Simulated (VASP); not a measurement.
# LiIn (Fd-3m) in VASP: further runs

LiIn is run at these levels: LDA; tasks: single point.

Program: VASP 6.6.1. These are calculated values, not measurements. Logs are shortened: lines on timing, memory, paths and dates and some standing lists are left out, and cuts for length are marked.

### 1 The cell of the first run

The structure is cubic, space group Fd-3m (No. 227). Conventional cell: a = 6.786 Å, b = 6.786 Å, c = 6.786 Å, α = 90.00°, β = 90.00°, γ = 90.00°. Within 3.9 Å of Li (site symmetry -43m) lie 4 Li at 2.94 Å and 10 In at 2.94 to 3.39 Å. Within 3.9 Å of In (site symmetry -43m) lie 10 Li at 2.94 to 3.39 Å and 4 In at 2.94 Å.

### 2 Single point, LDA

INCAR reads:

```
ALGO = Normal
EDIFF = 1E-6
ENCUT = 520
GGA = CA
ISIF = 2
ISMEAR = 1
ISYM = 0
LASPH = True
LCHARG = False
LREAL = False
LWAVE = False
NBANDS = 24
NELM = 60
PREC = Accurate
SIGMA = 0.5
```

KPOINTS reads:

```
Automatic mesh
0
Gamma
  4 4 4
  0.5 0.5 0.5
```

POSCAR reads:

```
LiIn
1.0
    0.0000000000      3.3930000000      3.3930000000
    3.3930000000      0.0000000000      3.3930000000
    3.3930000000      3.3930000000      0.0000000000
Li In
2 2
Direct
    0.5000000000      0.5000000000      0.5000000000
    0.7500000000      0.7500000000      0.7500000000
    0.0000000000      0.0000000000      0.0000000000
    0.2500000000      0.2500000000      0.2500000000
```

Potentials or basis: VASP PAW LDA potentials, release 64 (Li_sv, In_d).

Command:

```
> cat potpaw_LDA.64/Li_sv/POTCAR potpaw_LDA.64/In_d/POTCAR > POTCAR
> mpirun -np 1 vasp_std > vasp.out
```

OUTCAR:

```text
EDIFF = 1E-6
   ENCUT = 520
   GGA = CA
   ISIF = 2
   ISMEAR = 1
   ISYM = 0
   LASPH = True
   LREAL = False
   NELM = 60
   PREC = Accurate

 ion  position               nearest neighbor table
   1  0.500  0.500  0.500-   4 2.94   4 2.94   4 2.94   4 2.94
   2  0.750  0.750  0.750-   3 2.94   3 2.94   3 2.94   3 2.94
   3  0.000  0.000  0.000-   2 2.94   2 2.94   2 2.94   2 2.94   4 2.94   4 2.94   4 2.94   4 2.94

   4  0.250  0.250  0.250-   3 2.94   3 2.94   3 2.94   1 2.94   3 2.94   1 2.94   1 2.94   1 2.94

IMPORTANT INFORMATION: All symmetrisations will be switched off!
NOSYMM: (Re-)initialisation of all symmetry stuff for point group C_1.

----------------------------------------------------------------------------------------

                                     Primitive cell

  volume of cell :      78.1235

  direct lattice vectors                    reciprocal lattice vectors
     0.000000000  3.393000000  3.393000000    -0.147362216  0.147362216  0.147362216
     3.393000000  0.000000000  3.393000000     0.147362216 -0.147362216  0.147362216
     3.393000000  3.393000000  0.000000000     0.147362216  0.147362216 -0.147362216

  length of vectors
     4.798426617  4.798426617  4.798426617     0.255238846  0.255238846  0.255238846

  position of ions in fractional coordinates (direct lattice)
     0.500000000  0.500000000  0.500000000
     0.750000000  0.750000000  0.750000000
     0.000000000  0.000000000  0.000000000
     0.250000000  0.250000000  0.250000000

  ion indices of the primitive-cell ions
   primitive index   ion index
                 1           1
                 2           2
                 3           3
                 4           4

----------------------------------------------------------------------------------------

 KPOINTS: Automatic mesh

Automatic generation of k-mesh.
 Grid dimensions read from file:
 generate k-points for:    4    4    4

 Generating k-lattice:

  Cartesian coordinates                     Fractional coordinates (reciprocal lattice)
    -0.036840554  0.036840554  0.036840554     0.250000000  0.000000000  0.000000000
     0.036840554 -0.036840554  0.036840554     0.000000000  0.250000000  0.000000000
     0.036840554  0.036840554 -0.036840554     0.000000000  0.000000000  0.250000000

  Length of vectors
     0.063809711  0.063809711  0.063809711

  Shift w.r.t. Gamma in fractional coordinates (k-lattice)
     0.500000000  0.500000000  0.500000000

 Subroutine IBZKPT returns following result:
 ===========================================

 Found    128 irreducible k-points:

 Following reciprocal coordinates:
            Coordinates               Weight
  0.125000  0.125000  0.125000      2.000000
  0.125000  0.000000  0.000000      2.000000
  0.000000  0.000000 -0.125000      2.000000
  0.000000  0.125000  0.000000      2.000000
  0.375000  0.125000  0.125000      2.000000
  0.125000  0.375000  0.125000      2.000000
[... 16 lines left out ...]
  0.000000  0.500000 -0.125000      2.000000
  0.500000  0.000000 -0.125000      2.000000
 [... further k-points ...]
   k-points           NKPTS =    128   k-points in BZ     NKDIM =    128   number of bands    NBANDS=     24
   number of dos      NEDOS =    301   number of ions     NIONS =      4
   total plane-waves  NPLWV =  46656
   dimension x,y,z NGX =    36 NGY =   36 NGZ =   36
   dimension x,y,z NGXF=    72 NGYF=   72 NGZF=   72
   ions per type =               2   2
   NGX,Y,Z   is equivalent  to a cutoff of  12.47, 12.47, 12.47 a.u.
   NGXF,Y,Z  is equivalent  to a cutoff of  24.95, 24.95, 24.95 a.u.
 SYSTEM =  unknown system
   PREC   = accura    normal or accurate (medium, high low for compatibility)
   ISTART =      0    job   : 0-new  1-cont  2-samecut
   ICHARG =      2    charge: 1-file 2-atom 10-const
   ISPIN  =      1    spin polarized calculation?
   LNONCOLLINEAR =      F non collinear calculations
   LSORBIT =      F    spin-orbit coupling
   LASPH  =      T    aspherical Exc in radial PAW
   ENCUT  =  520.0 eV  38.22 Ry    6.18 a.u.   8.92  8.92  8.92*2*pi/ulx,y,z
   NELM   =     60;   NELMIN=  2; NELMDL= -5     # of ELM steps
   EDIFF  = 0.1E-05   stopping-criterion for ELM
   LREAL  =      F    real-space projection
   EDIFFG = 0.1E-04   stopping-criterion for IOM
   NSW    =      0    number of steps for IOM
   IBRION =     -1    ionic relax: 0-MD 1-quasi-New 2-CG
   NFREE  =      0    steps in history (QN), initial steepest desc. (CG)
   ISIF   =      2    stress and relaxation
   ISYM   =      0    0-nonsym 1-usesym 2-fastsym
   POTIM  = 0.5000    time-step for ionic-motion
   TEBEG  =    0.0;   TEEND  =   0.0 temperature during run
   PSTRESS=    0.0 pullay stress
   NELECT =      32.0000    total number of electrons
   NUPDOWN=      -1.0000    fix difference up-down
   EMIN   =  10.00;   EMAX   =-10.00  energy-range for DOS
   EFERMI =   0.00;   METHOD = LEGACY
   ISMEAR =     1;   SIGMA  =   0.50  broadening in eV -4-tet -1-fermi 0-gaus
   EFERMI_NEDOS =   21; number of points for ismear=-14 and -15
   IALGO  =     38    algorithm
   IMIX   =      4    mixing-type and parameters
     AMIX     =   0.40;   BMIX     =  1.00
     AMIX_MAG =   1.60;   BMIX_MAG =  1.00
  volume/ion in A,a.u.               =      19.53       131.80
  Fermi-wavevector in a.u.,A,eV,Ry     =   1.215806  2.297540 20.111919  1.478184
  Thomas-Fermi vector in A             =   2.351181
   LORBIT       =      0    0 simple, 1 ext, 2 COOP (PROOUT), +10 PAW based schemes
   GGA     = CA    functional components
   LHFCALC =     F    Hartree Fock is set to
   AEXX    =    0.0000 exact exchange contribution
   IVDW    =     0    specifies the selected vdW correction
   LEPSILON=     F    determine dielectric tensor
   LRPA    =     F    only Hartree local field effects (RPA)
 non-spin polarized calculation
 Methfessel and Paxton  Order N= 1 SIGMA  =   0.50
  energy-cutoff  :      520.00
  volume of cell :       78.12
 maximum number of plane-waves:      2118
   NGX = 17   NGY = 17   NGZ = 17

 number of electron      31.9999985 magnetization

 Free energy of the ion-electron system (eV)
  ---------------------------------------------------
  ext. energy  EPLUGINS =         0.00000000
  ---------------------------------------------------
  free energy    TOTEN  =       -11.86860325 eV

  energy without entropy =      -11.87574701  energy(sigma->0) =      -11.87098450

 E-fermi :   6.2989     XC(G=0):  -9.7320

 val. band max:        5.9769718479   @ k =   0.1250   0.1250   0.3750
 cond. band min:       6.3484803835   @ k =   0.3750   0.0000   0.0000
 fundamental gap:      0.3715085356
 Fermi energy:         6.2989034438

 k-point     1 :       0.1250    0.1250    0.1250
  band No.  band energies     occupation
      1     -40.2881      2.00000
      2     -40.2681      2.00000
      3      -8.9164      2.00000
      4      -8.9164      2.00000
      5      -8.8954      2.00000
      6      -8.8239      2.00000
[... 16 lines left out ...]
     23       9.7860     -0.00000
     24      10.8145     -0.00000

 k-point     2 :       0.1250    0.0000    0.0000
  band No.  band energies     occupation
      1     -40.2881      2.00000
      2     -40.2681      2.00000
      3      -8.9164      2.00000
      4      -8.9164      2.00000
      5      -8.8954      2.00000
      6      -8.8239      2.00000
[... 16 lines left out ...]
     23       9.7860     -0.00000
     24      10.8145     -0.00000

 k-point     3 :       0.0000    0.0000   -0.1250
  band No.  band energies     occupation
      1     -40.2881      2.00000
      2     -40.2681      2.00000
      3      -8.9164      2.00000
      4      -8.9164      2.00000
      5      -8.8954      2.00000
      6      -8.8239      2.00000
[... 16 lines left out ...]
     23       9.7860     -0.00000
     24      10.8145     -0.00000

 k-point     4 :       0.0000    0.1250    0.0000
  band No.  band energies     occupation
      1     -40.2881      2.00000
      2     -40.2681      2.00000
      3      -8.9164      2.00000
      4      -8.9164      2.00000
      5      -8.8954      2.00000
      6      -8.8239      2.00000
[... 16 lines left out ...]
     23       9.7860     -0.00000
     24      10.8145     -0.00000

 k-point     5 :       0.3750    0.1250    0.1250
  band No.  band energies     occupation
      1     -40.2853      2.00000
      2     -40.2709      2.00000
      3      -8.9527      2.00000
      4      -8.9422      2.00000
      5      -8.8675      2.00000
      6      -8.7926      2.00000
[... 16 lines left out ...]
     23      12.5415     -0.00000
     24      13.9029     -0.00000

 k-point     6 :       0.1250    0.3750    0.1250
  band No.  band energies     occupation
      1     -40.2853      2.00000
      2     -40.2709      2.00000
      3      -8.9527      2.00000
      4      -8.9422      2.00000
      5      -8.8675      2.00000
      6      -8.7926      2.00000
[... 16 lines left out ...]
     23      12.5415     -0.00000
     24      13.9029     -0.00000
[... 379 lines left out ...]
 k-point    21 :      -0.3750    0.5000    0.5000
  band No.  band energies     occupation
      1     -40.2829      2.00000
      2     -40.2732      2.00000
      3      -8.9646      2.00000
      4      -8.9444      2.00000
      5      -8.8562      2.00000
      6      -8.7606      2.00000
[... 16 lines left out ...]
     23      13.4121     -0.00000
     24      13.9674     -0.00000

 k-point    22 :       0.1250    0.5000    0.0000
  band No.  band energies     occupation
      1     -40.2829      2.00000
      2     -40.2732      2.00000
      3      -8.9646      2.00000
      4      -8.9444      2.00000
      5      -8.8562      2.00000
      6      -8.7606      2.00000
[... 16 lines left out ...]
     23      13.4121     -0.00000
     24      13.9673     -0.00000

 k-point    23 :       0.0000    0.5000   -0.1250
  band No.  band energies     occupation
      1     -40.2829      2.00000
      2     -40.2732      2.00000
      3      -8.9646      2.00000
      4      -8.9444      2.00000
      5      -8.8562      2.00000
      6      -8.7606      2.00000
[... 16 lines left out ...]
     23      13.4121     -0.00000
     24      13.9673     -0.00000

 k-point    24 :       0.5000    0.0000   -0.1250
  band No.  band energies     occupation
      1     -40.2829      2.00000
      2     -40.2732      2.00000
      3      -8.9646      2.00000
      4      -8.9444      2.00000
      5      -8.8562      2.00000
      6      -8.7606      2.00000
[... 16 lines left out ...]
     23      13.4121     -0.00000
     24      13.9673     -0.00000

 [... further k-points ...]

------------------------ aborting loop because EDIFF is reached ----------------------------------------

  FORCE on cell =-STRESS in cart. coord.  units (eV):
  Direction    XX          YY          ZZ          XY          YZ          ZX
  --------------------------------------------------------------------------------------
  -------------------------------------------------------------------------------------
  Total       -0.9846129     -0.9846094     -0.9846107     -0.0000068     -0.0000075     -0.0000056
  in kB      -20.1927057    -20.1926342    -20.1926622     -0.0001398     -0.0001530     -0.0001149
  external PRESSURE =     -20.1926674 kB  Pullay stress =       0.0000000 kB

 VOLUME and BASIS-vectors are now :
 -----------------------------------------------------------------------------
  energy-cutoff  :      520.00
  volume of cell :       78.12
      direct lattice vectors                 reciprocal lattice vectors
     0.000000000  3.393000000  3.393000000    -0.147362216  0.147362216  0.147362216
     3.393000000  0.000000000  3.393000000     0.147362216 -0.147362216  0.147362216
     3.393000000  3.393000000  0.000000000     0.147362216  0.147362216 -0.147362216

 POSITION                                       TOTAL-FORCE (eV/Angst)
 -----------------------------------------------------------------------------------
      3.39300      3.39300      3.39300         0.000002     -0.000005     -0.000004
      5.08950      5.08950      5.08950        -0.000004      0.000004      0.000005
      0.00000      0.00000      0.00000        -0.000001     -0.000001      0.000001
      1.69650      1.69650      1.69650         0.000002      0.000002     -0.000002
 -----------------------------------------------------------------------------------
    total drift:                               -0.000006     -0.000000     -0.000001

  FREE ENERGIE OF THE ION-ELECTRON SYSTEM (eV)
  ---------------------------------------------------
  free  energy   TOTEN  =       -11.8686032474 eV

  energy  without entropy=      -11.8757470132  energy(sigma->0) =      -11.87098450
```

It took 69 s on 1 thread of Intel Xeon 6975P-C (Granite Rapids), shared host; peak memory 0.31 GiB.

Results:

- Free energy: -11.8686 eV
- Band gap on the k mesh: zero (bands 16 and 17 overlap by 0.04 eV)

Levels at points of the mesh, in eV from the Fermi level:
| k point | band 13 | band 14 | band 15 | band 16 | band 17 | band 18 | band 19 | band 20 |
| --- | --- | --- | --- | --- | --- | --- | --- | --- |
| (0.12, 0.12, 0.12) | -9.17 | -1.44 | 0.09 | 0.09 | 0.57 | 1.74 | 1.74 | 2.88 |

Caveat: the k points lie up to 0.40 Å⁻¹ apart; the cutoff is under 1.25 times the usual one of these potentials, so pressure, stress and relaxed cells hold a basis-set (Pulay) error; so wide a smearing shifts energies and pressures; spin-orbit coupling is left out, which moves the levels of the heavy elements.

(Part 1 of 2 ends here.)
